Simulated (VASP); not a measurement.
# ZnS (I-4m2) in VASP: single point with r2SCAN

Aim: the single point of ZnS with r2SCAN.

All numbers are computed with VASP 6.6.1; they aren't measurements. Logs are shortened: lines on timing, memory, paths and dates and some standing lists are left out, and cuts for length are marked.

### Step 1. The cell of the first run

Symmetry: I-4m2, No. 119, tetragonal system. The conventional cell has a = 3.811 Å, b = 3.811 Å, c = 5.591 Å, α = 90.00°, β = 90.00°, γ = 90.00°. Within 3.1 Å of Zn (site symmetry -4m2) lie 4 S at 2.36 Å. S (site symmetry -4m2) has 4 Zn at 2.36 Å within 3.1 Å.

### Step 2. Single point, r2SCAN (strain +0.0375 x Voigt [0, 0, 1, 0, 0, 0])

Input file POSCAR:

```
ZnS
1.0
    0.0000000000      2.6945131942      2.7955574390
    2.6945131942      0.0000000000      2.7955574390
    2.6945131942      2.6945131942      0.0000000000
Zn S
1 1
Direct
    0.0000000000      0.0000000000      0.0000000000
    0.7500000000      0.7500000000      0.7500000000
```

Input file INCAR.step1:

```
SYSTEM = ZnS
PREC = Accurate
ENCUT = 520
ISMEAR = 0
SIGMA = 0.05
LREAL = .FALSE.
LASPH = .TRUE.
NELM = 100
NBANDS = 16
GGA = PE
ALGO = Normal
EDIFF = 1E-4
LWAVE = .TRUE.
LCHARG = .FALSE.
```

Input file INCAR.step2:

```
SYSTEM = ZnS
PREC = Accurate
ENCUT = 520
EDIFF = 1E-6
ISMEAR = 0
SIGMA = 0.05
LREAL = .FALSE.
LASPH = .TRUE.
NELM = 100
ALGO = Normal
ISIF = 2
LWAVE = .FALSE.
LCHARG = .FALSE.
METAGGA = R2SCAN
LMIXTAU = .TRUE.
NBANDS = 16
ISTART = 1
```

Input file KPOINTS:

```
regular mesh
0
G
  8 8 8
  0 0 0
```

Potentials or basis: VASP PAW PBE potentials, release 64 (Zn, S).

Run with:

```bash
> cat potpaw_PBE.64/Zn/POTCAR potpaw_PBE.64/S/POTCAR > POTCAR
> cp INCAR.step1 INCAR
> mpirun -np 1 vasp_std > vasp.out
> cp INCAR.step2 INCAR
> mpirun -np 1 vasp_std > vasp.out
```

OUTCAR:

```text
SYSTEM = ZnS
   PREC = Accurate
   ENCUT = 520
   EDIFF = 1E-6
   ISMEAR = 0
   LREAL = .FALSE.
   LASPH = .TRUE.
   NELM = 100
   ISIF = 2
   METAGGA = R2SCAN
   ISTART = 1

 ion  position               nearest neighbor table
   1  0.000  0.000  0.000-   2 2.36   2 2.36   2 2.36   2 2.36
   2  0.750  0.750  0.750-   1 2.36   1 2.36   1 2.36   1 2.36

  LATTYP: Found a body centered tetragonal cell.
 ALAT       =     3.8106171032
 C/A-ratio  =     1.4672465710

  Lattice vectors:

 A1 = (  -2.6945131942,   0.0000000000,   2.7955574390)
 A2 = (   2.6945131942,   0.0000000000,   2.7955574390)
 A3 = (   0.0000000000,   2.6945131942,  -2.7955574390)

Analysis of symmetry for initial positions (statically):
=====================================================================
 Subroutine PRICEL returns:
 Original cell was already a primitive cell.

 Routine SETGRP: Setting up the symmetry group for a
 body centered tetragonal supercell.

 Subroutine GETGRP returns: Found  8 space group operations
 (whereof  8 operations were pure point group operations)
 out of a pool of 16 trial point group operations.

The static configuration has the point symmetry D_2d.

Analysis of symmetry for dynamics (positions and initial velocities):
=====================================================================
 Subroutine PRICEL returns:
 Original cell was already a primitive cell.

 Routine SETGRP: Setting up the symmetry group for a
 body centered tetragonal supercell.

 Subroutine GETGRP returns: Found  8 space group operations
 (whereof  8 operations were pure point group operations)
 out of a pool of 16 trial point group operations.

The dynamic configuration has the point symmetry D_2d.

 Subroutine INISYM returns: Found  8 space group operations
 (whereof  8 operations are pure point group operations),
 and found     1 'primitive' translations

----------------------------------------------------------------------------------------

                                     Primitive cell

  volume of cell :      40.5937

  direct lattice vectors                    reciprocal lattice vectors
     0.000000000  2.694513194  2.795557439    -0.185562276  0.185562276  0.178855205
     2.694513194  0.000000000  2.795557439     0.185562276 -0.185562276  0.178855205
     2.694513194  2.694513194  0.000000000     0.185562276  0.185562276 -0.178855205

  length of vectors
     3.882723625  3.882723625  3.810617103     0.317578181  0.317578181  0.317578181

  position of ions in fractional coordinates (direct lattice)
[... 81 lines left out ...]
   EDIFFG = 0.1E-04   stopping-criterion for IOM
   NSW    =      0    number of steps for IOM
   IBRION =     -1    ionic relax: 0-MD 1-quasi-New 2-CG
   NFREE  =      0    steps in history (QN), initial steepest desc. (CG)
   ISIF   =      2    stress and relaxation
   ISYM   =      2    0-nonsym 1-usesym 2-fastsym
   POTIM  = 0.5000    time-step for ionic-motion
   TEBEG  =    0.0;   TEEND  =   0.0 temperature during run
   PSTRESS=    0.0 pullay stress
   NELECT =      18.0000    total number of electrons
   NUPDOWN=      -1.0000    fix difference up-down
   EMIN   =  10.00;   EMAX   =-10.00  energy-range for DOS
   EFERMI =   0.00;   METHOD = LEGACY
   ISMEAR =     0;   SIGMA  =   0.05  broadening in eV -4-tet -1-fermi 0-gaus
   EFERMI_NEDOS =   21; number of points for ismear=-14 and -15
   IALGO  =     38    algorithm
   IMIX   =      4    mixing-type and parameters
     AMIX     =   0.40;   BMIX     =  1.00
     AMIX_MAG =   1.60;   BMIX_MAG =  1.00
  volume/ion in A,a.u.               =      20.30       136.97
  Fermi-wavevector in a.u.,A,eV,Ry     =   1.248378  2.359092 21.203955  1.558447
  Thomas-Fermi vector in A             =   2.382467
   LORBIT       =      0    0 simple, 1 ext, 2 COOP (PROOUT), +10 PAW based schemes
   METAGGA = R2SCAN    functional components
   LHFCALC =     F    Hartree Fock is set to
   AEXX    =    0.0000 exact exchange contribution
   IVDW    =     0    specifies the selected vdW correction
   LEPSILON=     F    determine dielectric tensor
   LRPA    =     F    only Hartree local field effects (RPA)
 non-spin polarized calculation
 Gauss-broadening in eV      SIGMA  =   0.05
  energy-cutoff  :      520.00
  volume of cell :       40.59
 maximum number of plane-waves:      1107
 NGX is ok and might be reduce to    30
   NGX = 15   NGY = 15   NGZ = 15

 number of electron      18.0000001 magnetization

 Free energy of the ion-electron system (eV)
  ---------------------------------------------------
  ext. energy  EPLUGINS =         0.00000000
  ---------------------------------------------------
  free energy    TOTEN  =       -18.84879941 eV

  energy without entropy =      -18.84879941  energy(sigma->0) =      -18.84879941

 E-fermi :   1.8947     XC(G=0): -10.1414

 val. band max:        1.6124822400   @ k =   0.0000   0.0000   0.0000
 cond. band min:       4.1039505964   @ k =   0.0000   0.0000   0.0000
 fundamental gap:      2.4914683563
 Fermi energy:         1.8946789585

 k-point     1 :       0.0000    0.0000    0.0000
  band No.  band energies     occupation
      1     -11.9033      2.00000
      2      -4.8362      2.00000
      3      -4.8140      2.00000
      4      -4.8139      2.00000
      5      -4.3174      2.00000
      6      -4.3097      2.00000
[... 433 lines left out ...]
      3      -4.6959      2.00000
      4      -4.6147      2.00000
      5      -4.3113      2.00000
      6      -4.2782      2.00000
[... 8 lines left out ...]
     15      14.7493      0.00000
     16      15.2857      0.00000

 [... further k-points ...]

------------------------ aborting loop because EDIFF is reached ----------------------------------------

  FORCE on cell =-STRESS in cart. coord.  units (eV):
  Direction    XX          YY          ZZ          XY          YZ          ZX
  --------------------------------------------------------------------------------------
  -------------------------------------------------------------------------------------
  Total       -0.5256615     -0.5256615     -0.9691561      0.0000000     -0.0000000      0.0000000
  in kB      -20.7471131    -20.7471131    -38.2512168      0.0000000     -0.0000000      0.0000000
  external PRESSURE =     -26.5818143 kB  Pullay stress =       0.0000000 kB

 VOLUME and BASIS-vectors are now :
 -----------------------------------------------------------------------------
  energy-cutoff  :      520.00
  volume of cell :       40.59
      direct lattice vectors                 reciprocal lattice vectors
     0.000000000  2.694513194  2.795557439    -0.185562276  0.185562276  0.178855205
     2.694513194  0.000000000  2.795557439     0.185562276 -0.185562276  0.178855205
     2.694513194  2.694513194  0.000000000     0.185562276  0.185562276 -0.178855205

 POSITION                                       TOTAL-FORCE (eV/Angst)
 -----------------------------------------------------------------------------------
      0.00000      0.00000      0.00000         0.000000      0.000000      0.000000
      4.04177      4.04177      4.19334        -0.000000     -0.000000     -0.000000
 -----------------------------------------------------------------------------------
    total drift:                               -0.000574     -0.000574     -0.002117

  FREE ENERGIE OF THE ION-ELECTRON SYSTEM (eV)
  ---------------------------------------------------
  free  energy   TOTEN  =       -18.8487994061 eV

  energy  without entropy=      -18.8487994061  energy(sigma->0) =      -18.84879941
```

OUTCAR.step1:

```text
SYSTEM = ZnS
   PREC = Accurate
   ENCUT = 520
   ISMEAR = 0
   LREAL = .FALSE.
   LASPH = .TRUE.
[... 679 lines left out ...]
      0.00000      0.00000      0.00000        -0.000000     -0.000000      0.000000
      4.04177      4.04177      4.19334         0.000000      0.000000     -0.000000
 -----------------------------------------------------------------------------------
    total drift:                               -0.000004     -0.000004     -0.000018

  FREE ENERGIE OF THE ION-ELECTRON SYSTEM (eV)
  ---------------------------------------------------
  free  energy   TOTEN  =        -6.8473693161 eV

  energy  without entropy=       -6.8473693161  energy(sigma->0) =       -6.84736932
```

It took 66 s on 1 thread of Intel Xeon 6975P-C (Granite Rapids), shared host; peak memory 0.18 GiB.

Results:

| Quantity | Value |
| --- | --- |
| Free energy | -18.8488 eV |
| Pressure | -2.7 GPa |
| Band gap on the k mesh | 2.49 eV, direct |

Stress tensor (GPa, compression positive):
```
-2.07  0.00  0.00
 0.00 -2.07  0.00
 0.00  0.00 -3.83
```

Levels at points of the mesh, in eV from the valence-band top:
```
           k point  band 6  band 7  band 8  band 9  band 10  band 11  band 12  band 13
(0.00, 0.00, 0.00)   -5.92   -0.14    0.00    0.00     2.49     6.88     6.88     6.89
(0.50, 0.00, 0.00)   -5.74   -5.24   -0.99   -0.79     3.69     7.24     7.53     9.26
(0.50, 0.50, 0.00)   -5.76   -4.69   -2.09   -2.09     3.88     4.68    11.21    12.62
(0.50, 0.00, 0.50)   -5.70   -4.47   -2.32   -2.24     3.68     4.32    11.62    12.34
```

Caveat: the cell differs from its parent crystal (strain +0.0375 x Voigt [0, 0, 1, 0, 0, 0]); the PAW data sets were made with another functional, which shifts forces and pressure a little.
